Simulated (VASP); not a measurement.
# Si (Imma) in VASP: G0W0 quasiparticle levels with PBE

Aim: the G0W0 quasiparticle levels of Si with PBE.

Everything below comes from runs of VASP 6.6.1. Logs are shortened: lines on timing, memory, paths and dates and some standing lists are left out, and cuts for length are marked.

**1. The cell of the first run**

It takes space group Imma (No. 74, orthorhombic). The conventional cell has a = 3.801 Å, b = 4.041 Å, c = 5.715 Å, α = 90.00°, β = 90.00°, γ = 90.00°. Si (site symmetry mm2) has 4 Si at 2.40 to 2.46 Å within 3.2 Å.

**2. G0W0 quasiparticle levels, PBE**

POSCAR

```
Si
1.0
    4.0410734278      0.0000000000      0.0000000000
    0.0000000000      5.7149408481      0.0000000000
    0.0000000000      0.0000000000      3.8014365275
Si
4
Direct
    0.0000000000     -0.0028802667      0.0000000000
    0.5000000000      0.4971197333      0.5000000000
    0.0000000000      0.2528802667      0.5000000000
    0.5000000000      0.7528802667      0.0000000000
```

INCAR.step1

```
SYSTEM = Si
PREC = Accurate ; ENCUT = 500
EDIFF = 1E-8 ; ISMEAR = 0
SIGMA = 0.01 ; LREAL = .False.
LASPH = .True. ; NELM = 80
ALGO = Normal ; LWAVE = .True.
LCHARG = .False. ; GGA = PE
```

INCAR.step2

```
SYSTEM = Si
PREC = Accurate ; ENCUT = 500
EDIFF = 1E-8 ; ISMEAR = 0
SIGMA = 0.01 ; LREAL = .False.
LASPH = .True. ; NELM = 1
ALGO = Exact ; LWAVE = .True.
LCHARG = .False. ; GGA = PE
NBANDS = 374 ; LOPTICS = .True.
ISTART = 1
```

INCAR.step3

```
SYSTEM = Si
PREC = Accurate ; ENCUT = 500
EDIFF = 1E-8 ; ISMEAR = 0
SIGMA = 0.01 ; LREAL = .False.
LASPH = .True. ; ALGO = EVGW0
LWAVE = .False. ; LCHARG = .False.
GGA = PE ; NELMGW = 1
NBANDS = 374 ; ENCUTGW = 150.0
NOMEGA = 96 ; PRECFOCK = Fast
ISTART = 1 ; NBANDSGW = 16
OMEGAMAX = 20
```

KPOINTS

```
regular mesh
0
Gamma
  4 2 4
  0 0 0
```

Potentials or basis: VASP PAW PBE potentials, release 64 (Si_GW).

Command:

```sh
> cat potpaw_PBE.64/Si_GW/POTCAR > POTCAR
> cp INCAR.step1 INCAR
> mpirun -np 1 vasp_std > vasp.out
> cp INCAR.step2 INCAR
> mpirun -np 1 vasp_std > vasp.out
> cp INCAR.step3 INCAR
> mpirun -np 1 vasp_std > vasp.out
```

OUTCAR:

```text
SYSTEM = Si
   PREC = Accurate
   ENCUT = 500
   EDIFF = 1E-8
   ISMEAR = 0
   LREAL = .False.
   LASPH = .True.
   GGA = PE
   NELMGW = 1
   ENCUTGW = 150.0
   PRECFOCK = Fast
   ISTART = 1

 ion  position               nearest neighbor table
   1  0.000  0.997  0.000-   3 2.40   3 2.40   4 2.46   4 2.46
   2  0.500  0.497  0.500-   4 2.40   4 2.40   3 2.46   3 2.46
   3  0.000  0.253  0.500-   1 2.40   1 2.40   2 2.46   2 2.46
   4  0.500  0.753  0.000-   2 2.40   2 2.40   1 2.46   1 2.46

  LATTYP: Found a simple orthorhombic cell.
 ALAT       =     3.8014365275
 B/A-ratio  =     1.0630385115
 C/A-ratio  =     1.5033634803

  Lattice vectors:

 A1 = (   0.0000000000,   0.0000000000,   3.8014365275)
 A2 = (   4.0410734278,   0.0000000000,   0.0000000000)
 A3 = (   0.0000000000,   5.7149408481,   0.0000000000)

Analysis of symmetry for initial positions (statically):
=====================================================================
 Subroutine PRICEL returns following result:

  LATTYP: Found a body centered orthorhombic cell.
 ALAT       =     3.8014365275
 B/A-ratio  =     1.0630385115
 C/A-ratio  =     1.5033634803

  Lattice vectors:

 A1 = (  -2.0205367139,  -2.8574704240,  -1.9007182637)
 A2 = (   2.0205367139,  -2.8574704241,   1.9007182637)
 A3 = (  -2.0205367139,   2.8574704241,   1.9007182637)

   2 primitive cells build up your supercell.

 Routine SETGRP: Setting up the symmetry group for a
 simple orthorhombic supercell.

 Subroutine GETGRP returns: Found  8 space group operations
 (whereof  4 operations were pure point group operations)
 out of a pool of  8 trial point group operations.

The static configuration has the point symmetry C_2v.
 The point group associated with its full space group is D_2h.

Analysis of symmetry for dynamics (positions and initial velocities):
=====================================================================
 Subroutine PRICEL returns following result:

  LATTYP: Found a body centered orthorhombic cell.
 ALAT       =     3.8014365275
 B/A-ratio  =     1.0630385115
 C/A-ratio  =     1.5033634803

  Lattice vectors:

 A1 = (  -2.0205367139,  -2.8574704240,  -1.9007182637)
 A2 = (   2.0205367139,  -2.8574704241,   1.9007182637)
 A3 = (  -2.0205367139,   2.8574704241,   1.9007182637)

   2 primitive cells build up your supercell.

 Routine SETGRP: Setting up the symmetry group for a
 simple orthorhombic supercell.

 Subroutine GETGRP returns: Found  8 space group operations
 (whereof  4 operations were pure point group operations)
 out of a pool of  8 trial point group operations.

The dynamic configuration has the point symmetry C_2v.
 The point group associated with its full space group is D_2h.

 Subroutine INISYM returns: Found  8 space group operations
 (whereof  4 operations are pure point group operations),
 and found     2 'primitive' translations

----------------------------------------------------------------------------------------

                                     Primitive cell

  volume of cell :      43.8961

  direct lattice vectors                    reciprocal lattice vectors
    -2.020536714 -2.857470424 -1.900718264    -0.247459003 -0.174979939  0.000000000
     2.020536714 -2.857470424  1.900718264    -0.000000000 -0.174979939  0.263058450
    -2.020536714  2.857470424  1.900718264    -0.247459003  0.000000000  0.263058450

  length of vectors
     3.982516259  3.982516259  3.982516259     0.303074144  0.315939436  0.361158838

  position of ions in fractional coordinates (direct lattice)
     0.002880267  0.002880267  0.000000000
     0.747119733  0.247119733  0.500000000

  ion indices of the primitive-cell ions
   primitive index   ion index
                 1           1
                 2           4

----------------------------------------------------------------------------------------

 KPOINTS: regular mesh

Automatic generation of k-mesh.
 Grid dimensions read from file:
 generate k-points for:    4    2    4

 Generating k-lattice:

  Cartesian coordinates                     Fractional coordinates (reciprocal lattice)
     0.061864751  0.000000000  0.000000000     0.250000000  0.000000000  0.000000000
     0.000000000  0.087489969  0.000000000     0.000000000  0.500000000  0.000000000
     0.000000000  0.000000000  0.065764612     0.000000000  0.000000000  0.250000000

  Length of vectors
     0.061864751  0.087489969  0.065764612

  Shift w.r.t. Gamma in fractional coordinates (k-lattice)
     0.000000000  0.000000000  0.000000000

 Subroutine IBZKPT returns following result:
 ===========================================

 Found     18 irreducible k-points:

 Following reciprocal coordinates:
            Coordinates               Weight
  0.000000  0.000000  0.000000      1.000000
  0.250000  0.000000  0.000000      2.000000
  0.500000  0.000000  0.000000      1.000000
  0.000000  0.500000  0.000000      1.000000
  0.250000  0.500000  0.000000      2.000000
  0.500000  0.500000  0.000000      1.000000
[... 10 lines left out ...]
  0.250000  0.500000  0.500000      2.000000
  0.500000  0.500000  0.500000      1.000000
   k-points           NKPTS =     18   k-points in BZ     NKDIM =     32   number of bands    NBANDS=    374
   number of dos      NEDOS =    301   number of ions     NIONS =      4
   total plane-waves  NPLWV =  35280
   dimension x,y,z NGX =    30 NGY =   42 NGZ =   28
   dimension x,y,z NGXF=    60 NGYF=   84 NGZF=   56
   ions per type =               4
   NGX,Y,Z   is equivalent  to a cutoff of  12.34, 12.22, 12.25 a.u.
   NGXF,Y,Z  is equivalent  to a cutoff of  24.68, 24.44, 24.49 a.u.
 SYSTEM =  Si
   PREC   = accura    normal or accurate (medium, high low for compatibility)
   ISTART =      1    job   : 0-new  1-cont  2-samecut
   ICHARG =      0    charge: 1-file 2-atom 10-const
   ISPIN  =      1    spin polarized calculation?
   LNONCOLLINEAR =      F non collinear calculations
   LSORBIT =      F    spin-orbit coupling
   LASPH  =      T    aspherical Exc in radial PAW
   ENCUT  =  500.0 eV  36.75 Ry    6.06 a.u.   7.37 10.42  6.93*2*pi/ulx,y,z
   NELM   =     60;   NELMIN=  2; NELMDL=  0     # of ELM steps
   EDIFF  = 0.1E-07   stopping-criterion for ELM
   LREAL  =      F    real-space projection
   EDIFFG = 0.1E-06   stopping-criterion for IOM
   NSW    =      0    number of steps for IOM
   IBRION =     -1    ionic relax: 0-MD 1-quasi-New 2-CG
   NFREE  =      0    steps in history (QN), initial steepest desc. (CG)
   ISIF   =      0    stress and relaxation
   ISYM   =      3    0-nonsym 1-usesym 2-fastsym
   POTIM  = 0.5000    time-step for ionic-motion
   TEBEG  =    0.0;   TEEND  =   0.0 temperature during run
   PSTRESS=    0.0 pullay stress
   NELECT =      16.0000    total number of electrons
   NUPDOWN=      -1.0000    fix difference up-down
   EMIN   =  10.00;   EMAX   =-10.00  energy-range for DOS
   EFERMI =   0.00;   METHOD = LEGACY
   ISMEAR =     0;   SIGMA  =   0.01  broadening in eV -4-tet -1-fermi 0-gaus
   EFERMI_NEDOS =   21; number of points for ismear=-14 and -15
   IALGO  =     38    algorithm
   IMIX   =      4    mixing-type and parameters
     AMIX     =   0.40;   BMIX     =  1.00
     AMIX_MAG =   1.60;   BMIX_MAG =  1.00
  volume/ion in A,a.u.               =      21.95       148.11
  Fermi-wavevector in a.u.,A,eV,Ry     =   0.928174  1.753995 11.721515  0.861507
  Thomas-Fermi vector in A             =   2.054322
   LORBIT       =      0    0 simple, 1 ext, 2 COOP (PROOUT), +10 PAW based schemes
   GGA     = PE    functional components
   LHFCALC =     T    Hartree Fock is set to
   PRECFOCK=fast      Normal, Fast or Accurate (Low or Medium for compatibility)
   ENCUT4O =  -1.0   cutoff for four orbital integrals eV
   NKREDX  =     1    reduce k-point grid by
   NKREDY  =     1    reduce k-point grid by
   NKREDZ  =     1    reduce k-point grid by
   AEXX    =    1.0000 exact exchange contribution
   HFSCREEN=    0.0000 screening length (either q_TF or 0.3 A-1)
   HFSCREENC=   0.0000 screening length for correlation (either q_TF or 0.3 A-1)
   ENCUTFOCK=  -1.0 apply spherical cutoff to Coloumb kernel
   IVDW    =     0    specifies the selected vdW correction
   LEPSILON=     F    determine dielectric tensor
   LRPA    =     F    only Hartree local field effects (RPA)
   LRPAFORCE           =     F    calculate RPA forces
   ENCUTGW             = 150.0    cutoff for response function in eV
   ENCUTGWSOFT         = 120.0    soft cutoff for Coulomb kernel in GW response function in eV
   ENCUTLF             =  -1.0    cutoff for local field effects
   NELMGW              =     1    number of iterations in solving QP/BSE equation
   NELMHF              =     1    number of iterations in the inner HF iteration
   NKREDLFX            =     1    NKREDLFY  =   1   NKREDLFZ  =   1
 non-spin polarized calculation
 Gauss-broadening in eV      SIGMA  =   0.01
  energy-cutoff  :      500.00
  volume of cell :       87.79
 maximum number of plane-waves:      2260
 NGX is ok and might be reduce to    30
  NGX = 18; NGY = 24; NGZ = 16
   NGX = 15   NGY = 21   NGZ = 13
 maximum number of plane-waves:       376
 NGX is ok and might be reduce to    18

 QP shifts <psi_nk| G(iteration)W_0 |psi_nk>: iteration 1
 for sc-GW calculations column KS-energies equals QP-energies in previous step
 and V_xc(KS)=  KS-energies - (<T + V_ion + V_H > + <T+V_H+V_ion>^1  + <V_x>^1)

 k-point   1 :       0.0000    0.0000    0.0000
  band No.  KS-energies  QP-energies   sigma(KS)   V_xc(KS)     V^pw_x(r,r')   Z            occupation Imag(sigma)

      1      -6.7354      -7.1202     -10.8678     -10.2796     -17.1358       0.6542       2.0000       1.0669
      2      -3.1671      -3.6003     -11.3927     -10.7538     -15.9195       0.6780       2.0000       0.5169
      3      -2.8846      -3.3033     -11.1845     -10.5567     -15.5707       0.6670       2.0000       0.4733
      4       1.8143       1.2520     -11.1204     -10.3394     -12.9830       0.7199       2.0000       0.0656
      5       2.5210       1.9510     -11.3320     -10.5413     -13.1075       0.7208       2.0000       0.0556
      6       4.4581       3.9588     -11.8306     -11.1619     -12.4661       0.7465       2.0000       0.0304
[... 8 lines left out ...]
     15      12.0180      12.1160      -9.5256      -9.6603      -3.9885       0.7274       0.0000      -0.2125
     16      12.2623      11.9625      -7.8161      -7.4213      -2.5113       0.7594       0.0000      -0.2666

 k-point   2 :       0.2500    0.0000    0.0000
  band No.  KS-energies  QP-energies   sigma(KS)   V_xc(KS)     V^pw_x(r,r')   Z            occupation Imag(sigma)

      1      -6.2665      -6.6571     -10.9409     -10.3358     -16.9830       0.6455       2.0000       0.9805
      2      -3.5719      -4.0156     -11.4552     -10.8049     -16.1766       0.6822       2.0000       0.5865
      3      -2.3490      -2.7921     -11.2181     -10.5706     -15.3039       0.6842       2.0000       0.4144
      4       0.6487       0.1017     -10.4187      -9.6482     -12.6305       0.7099       2.0000       0.1057
      5       1.8135       1.3240     -11.3982     -10.7177     -13.0956       0.7192       2.0000       0.0681
      6       2.8818       2.3186     -11.4104     -10.6328     -13.0180       0.7244       2.0000       0.0504
[... 8 lines left out ...]
     15      11.4502      11.4607      -9.1334      -9.1475      -3.8278       0.7391       0.0000      -0.2089
     16      11.7594      11.7974     -10.1895     -10.2425      -4.0964       0.7155       0.0000      -0.3126
[... 288 lines left out ...]
      5       1.4675       0.9416     -10.7979     -10.0656     -12.5979       0.7182       2.0000       0.0723
      6       1.4675       0.9416     -10.7979     -10.0656     -12.5979       0.7182       2.0000       0.0723
[... 8 lines left out ...]
     15      11.2365      11.2340      -9.7857      -9.7823      -3.9538       0.7134       0.0000      -0.2444
     16      11.2365      11.2340      -9.7857      -9.7823      -3.9538       0.7134       0.0000      -0.2444

 k-point  18 :       0.5000    0.5000    0.5000
  band No.  KS-energies  QP-energies   sigma(KS)   V_xc(KS)     V^pw_x(r,r')   Z            occupation Imag(sigma)

      1      -2.7377      -3.1800     -11.4460     -10.7962     -15.7752       0.6807       2.0000       0.4696
      2      -2.7377      -3.1800     -11.4460     -10.7962     -15.7752       0.6807       2.0000       0.4696
      3      -2.7377      -3.1800     -11.4460     -10.7962     -15.7752       0.6807       2.0000       0.4696
      4      -2.7377      -3.1800     -11.4460     -10.7962     -15.7752       0.6807       2.0000       0.4696
      5       1.1509       0.6024     -10.6243      -9.8555     -12.6534       0.7133       2.0000       0.0819
      6       1.1509       0.6024     -10.6243      -9.8555     -12.6534       0.7133       2.0000       0.0819
[... 8 lines left out ...]
     15       9.0338       9.1029      -9.8285      -9.9239      -4.6651       0.7240       0.0000      -0.1214
     16       9.0338       9.1029      -9.8285      -9.9239      -4.6651       0.7240       0.0000      -0.1214
```

Run time: 15 min. Hardware: 1 thread of Intel Xeon 6975P-C (Granite Rapids), shared host; peak memory 2.1 GiB.

Results:

```
Quasiparticle gap                                   : 0.77 eV
Least direct quasiparticle gap                      : 0.77 eV
Band gap of the starting levels on the mesh         : 0.31 eV
Least direct gap of the starting levels on the mesh : 0.31 eV
```

Caveat: the k points lie up to 0.55 Å⁻¹ apart; bands, screening cutoff and mesh are small and nothing is extrapolated, so the quasiparticle values aren't converged.
